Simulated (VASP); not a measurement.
# MoS2 (P-1) in VASP: electric field gradients with PBE

Aim: the electric field gradients of MoS2 with PBE.

Everything below comes from runs of VASP 6.6.1. Logs are shortened: lines on timing, memory, paths and dates and some standing lists are left out, and cuts for length are marked.

## (1) The cell of the first run

The typed cell holds 6 atoms: a = 3.162 Å, b = 3.120 Å, c = 12.298 Å, α = 89.36°, β = 88.27°, γ = 118.70°.

## (2) Electric field gradients, PBE (equal xy, yz and zx shear strains of +3 %)

Input file INCAR:

```
  PREC = Accurate
  ENCUT = 520
  EDIFF = 1E-8
  ISMEAR = -1
  SIGMA = 0.03
  LREAL = F
  LASPH = T
  NELM = 100
  ALGO = Normal
  ISIF = 2
  LWAVE = F
  LCHARG = F
  GGA = PE
  LEFG = T
  NBANDS = 35
```

Input file KPOINTS:

```
Automatic mesh
0
Gamma
  10 10 3
```

Input file POSCAR:

```
MoS2
1.0
    3.1610016016      0.0474150240      0.0474150240
   -1.5394381855      2.7138001764      0.0173551033
    0.1844250000      0.1844250000     12.2950000000
Mo S
2 4
Direct
    0.3333333333      0.6666666667      0.2500000000
    0.6666666667      0.3333333333      0.7500000000
    0.3333333333      0.6666666667      0.6275000000
    0.6666666667      0.3333333333      0.1275000000
    0.3333333333      0.6666666667      0.8725000000
    0.6666666667      0.3333333333      0.3725000000
```

Potentials or basis: VASP PAW PBE potentials, release 64 (Mo_sv, S).

Command:

```
> cat potpaw_PBE.64/Mo_sv/POTCAR potpaw_PBE.64/S/POTCAR > POTCAR
> mpirun -np 1 vasp_std > vasp.out
```

OUTCAR:

```text
PREC = Accurate
   ENCUT = 520
   EDIFF = 1E-8
   ISMEAR = -1
   LREAL = F
   LASPH = T
   NELM = 100
   ISIF = 2
   GGA = PE

 ion  position               nearest neighbor table
   1  0.333  0.667  0.250-   4 2.33   4 2.34   6 2.34   6 2.36   6 2.40   4 2.43
   2  0.667  0.333  0.750-   5 2.33   5 2.34   3 2.34   3 2.36   3 2.40   5 2.43
   3  0.333  0.667  0.627-   2 2.34   2 2.36   2 2.40
   4  0.667  0.333  0.127-   1 2.33   1 2.34   1 2.43
   5  0.333  0.667  0.873-   2 2.33   2 2.34   2 2.43
   6  0.667  0.333  0.373-   1 2.34   1 2.36   1 2.40

  LATTYP: Found a triclinic cell.
 ALAT       =     5.4762471167
 B/A-ratio  =     0.5697473580
 C/A-ratio  =     2.2456557934
 COS(alpha) =     0.0112057054
 COS(beta)  =     0.0302114049
 COS(gamma) =     0.8622746762

  Lattice vectors:

 A1 = (   0.0821252306,   5.4750153768,   0.0821252306)
 A2 = (  -1.5394381855,   2.7138001764,   0.0173551033)
 A3 = (   0.1844250000,   0.1844250000,  12.2950000000)

Analysis of symmetry for initial positions (statically):
=====================================================================
 Subroutine PRICEL returns:
 Original cell was already a primitive cell.

 Routine SETGRP: Setting up the symmetry group for a
 triclinic supercell.

 Subroutine GETGRP returns: Found  2 space group operations
 (whereof  2 operations were pure point group operations)
 out of a pool of  2 trial point group operations.

The static configuration has the point symmetry S_2 .

Analysis of symmetry for dynamics (positions and initial velocities):
=====================================================================
 Subroutine PRICEL returns:
 Original cell was already a primitive cell.

 Routine SETGRP: Setting up the symmetry group for a
 triclinic supercell.

 Subroutine GETGRP returns: Found  2 space group operations
 (whereof  2 operations were pure point group operations)
 out of a pool of  2 trial point group operations.

The dynamic configuration has the point symmetry S_2 .

[... 149 lines left out ...]
  free energy    TOTEN  =       -43.34905660 eV

  energy without entropy =      -43.34905658  energy(sigma->0) =      -43.34905659

 E-fermi :   8.1305     XC(G=0): -10.7836

 val. band max:        7.7486160413   @ k =   0.0000   0.0000   0.0000
 cond. band min:       8.5795594968   @ k =   0.3000   0.3000   0.0000
 fundamental gap:      0.8309434555
 Fermi energy:         8.1304515028

 k-point     1 :       0.0000    0.0000    0.0000
  band No.  band energies     occupation
      1     -53.8976      2.00000
      2     -53.8976      2.00000
      3     -28.0762      2.00000
      4     -28.0761      2.00000
      5     -27.8807      2.00000
      6     -27.8807      2.00000
[... 901 lines left out ...]
     34      11.3039      0.00000
     35      15.5495      0.00000

 [... further k-points ...]
[... 5 lines left out ...]
  --------------------------------------------------------------------------------------
  -------------------------------------------------------------------------------------
  Total        4.6396306      4.6942149      8.9885591     -1.7160335     -2.9799220     -2.9826293
  in kB       69.9158595     70.7384060    135.4510513    -25.8593775    -44.9052587    -44.9460553
  external PRESSURE =      92.0351056 kB  Pullay stress =       0.0000000 kB

 VOLUME and BASIS-vectors are now :
 -----------------------------------------------------------------------------
  energy-cutoff  :      520.00
  volume of cell :      106.32
      direct lattice vectors                 reciprocal lattice vectors
     3.161001602  0.047415024  0.047415024     0.313795315  0.178051625 -0.007377704
    -1.539438185  2.713800176  0.017355103    -0.005400854  0.365457803 -0.005400854
     0.184425000  0.184425000 12.295000000    -0.001202512 -0.001202512  0.081369951

 POSITION                                       TOTAL-FORCE (eV/Angst)
 -----------------------------------------------------------------------------------
      0.07348      1.87111      3.10113        -0.203722      0.012911      0.070482
      1.73251      1.07453      9.25865         0.203722     -0.012911     -0.070482
      0.14310      1.94073      7.74249         0.372399      0.480476     -1.215346
      1.61770      0.95972      1.60501         0.576159      0.467395     -1.287174
      0.18829      1.98592     10.75476        -0.576159     -0.467395      1.287174
      1.66289      1.00491      4.61728        -0.372399     -0.480476      1.215346
 -----------------------------------------------------------------------------------
    total drift:                                0.000000      0.000000     -0.000000

  FREE ENERGIE OF THE ION-ELECTRON SYSTEM (eV)
  ---------------------------------------------------
  free  energy   TOTEN  =       -43.3490566000 eV

  energy  without entropy=      -43.3490565813  energy(sigma->0) =      -43.34905659

 Electric field gradients (V/A^2)
---------------------------------------------------------------------
 ion       V_xx      V_yy      V_zz      V_xy      V_xz      V_yz
---------------------------------------------------------------------
   1      46.833    45.879   -92.712    15.385    26.617    26.604
   2      46.833    45.879   -92.712    15.385    26.617    26.604
   3      27.577    34.032   -61.609    -2.503     4.742     6.674
   4      33.997    28.050   -62.047     3.682     8.509     6.570
   5      33.997    28.050   -62.047     3.682     8.509     6.570
   6      27.577    34.032   -61.609    -2.503     4.742     6.674
---------------------------------------------------------------------

 Electric field gradients after diagonalization (V/A^2)
 (convention: |V_zz| > |V_xx| > |V_yy|)
----------------------------------------------------------------------
 ion       V_xx      V_yy      V_zz     asymmetry (V_yy - V_xx)/ V_zz
----------------------------------------------------------------------
   1      70.428    30.965  -101.393       0.389
   2      70.428    30.965  -101.393       0.389
   3      35.139    27.201   -62.340       0.127
   4      36.878    26.342   -63.220       0.167
   5      36.878    26.342   -63.220       0.167
   6      35.139    27.201   -62.340       0.127
----------------------------------------------------------------------

           NMR quadrupolar parameters

 Cq : quadrupolar parameter    Cq=e*Q*V_zz/h
 eta: asymmetry parameters     (V_yy - V_xx)/ V_zz
 Q  : nuclear electric quadrupole moment in mb (millibarn)
----------------------------------------------------------------------
 ion       Cq(MHz)       eta       Q (mb)
----------------------------------------------------------------------
   1      -0.245       0.389       1.000
   2      -0.245       0.389       1.000
   3      -0.151       0.127       1.000
   4      -0.153       0.167       1.000
   5      -0.153       0.167       1.000
   6      -0.151       0.127       1.000
----------------------------------------------------------------------
```

OSZICAR:

```text
N       E                     dE             d eps       ncg     rms          rms(c)
DAV:   1     0.448985287373E+03    0.44899E+03   -0.29470E+04 11696   0.141E+03
DAV:   2    -0.226690843188E+02   -0.47165E+03   -0.45596E+03 12733   0.369E+02
DAV:   3    -0.457072988136E+02   -0.23038E+02   -0.22575E+02 12942   0.747E+01
DAV:   4    -0.461723596295E+02   -0.46506E+00   -0.46367E+00 12656   0.107E+01
DAV:   5    -0.461812502940E+02   -0.88907E-02   -0.88888E-02 12586   0.150E+00    0.377E+01
DAV:   6    -0.439558610069E+02    0.22254E+01   -0.11633E+01 11709   0.218E+01    0.133E+01
DAV:   7    -0.436404406377E+02    0.31542E+00   -0.45081E+00 11357   0.134E+01    0.875E+00
DAV:   8    -0.433466926396E+02    0.29375E+00   -0.72444E-01 11700   0.581E+00    0.291E+00
DAV:   9    -0.433551174791E+02   -0.84248E-02   -0.81979E-02 12387   0.142E+00    0.128E+00
DAV:  10    -0.433491875613E+02    0.59299E-02   -0.29067E-02 11713   0.112E+00    0.386E-01
DAV:  11    -0.433491922126E+02   -0.46513E-05   -0.15926E-03 11733   0.231E-01    0.170E-01
DAV:  12    -0.433490349865E+02    0.15723E-03   -0.45775E-04 11772   0.120E-01    0.810E-02
DAV:  13    -0.433490532806E+02   -0.18294E-04   -0.12824E-04 12126   0.519E-02    0.842E-03
DAV:  14    -0.433490557310E+02   -0.24504E-05   -0.89469E-06 12353   0.147E-02    0.105E-02
DAV:  15    -0.433490566381E+02   -0.90712E-06   -0.21918E-06 11520   0.649E-03    0.758E-03
DAV:  16    -0.433490565959E+02    0.42254E-07   -0.61196E-07 12754   0.509E-03    0.151E-03
DAV:  17    -0.433490566100E+02   -0.14103E-07   -0.46587E-08 10710   0.110E-03    0.447E-04
DAV:  18    -0.433490566000E+02    0.99853E-08   -0.66842E-09  8215   0.411E-04
   1 F= -.43349057E+02 E0= -.43349057E+02  d E =-.187286E-07
```

Wall time 4.4 min (1 thread of Intel Xeon 6975P-C (Granite Rapids), shared host); peak memory 0.54 GiB.

What came out:

```yaml
Free_energy: -43.3491 eV
Pressure: 9.2 GPa
Largest_force: 1.486 eV/Å
Band_gap_on_the_k_mesh: 0.83 eV (least direct gap 1.78 eV)
Largest_electric_field_gradient_by_atom: Mo -101.4; S -62.3, -63.2 (each value once) V/Å²
```

Forces in eV/Å, atoms in the order of the input:
```
Mo  -0.204  0.013  0.070
Mo   0.204 -0.013 -0.070
S    0.372  0.480 -1.215
S    0.576  0.467 -1.287
S   -0.576 -0.467  1.287
S   -0.372 -0.480  1.215
```

Electric field gradients, principal values (V/Å²):
```
atom   least  middle  greatest (by size)
1 Mo  30.965  70.428            -101.393
2 Mo  30.965  70.428            -101.393
 3 S  27.201  35.139             -62.340
 4 S  26.342  36.878             -63.220
 5 S  26.342  36.878             -63.220
 6 S  27.201  35.139             -62.340
```

Caveat: the cell differs from its parent crystal (equal xy, yz and zx shear strains of +3 %); the stress differs along the axes, from 7 to 14 GPa; without QUAD_EFG the Cq values of the log hold for a quadrupole moment of 1 mb, not for the nuclei; forces of over 1 eV/Å act on the atoms, so gaps and moduli don't describe the material at rest.
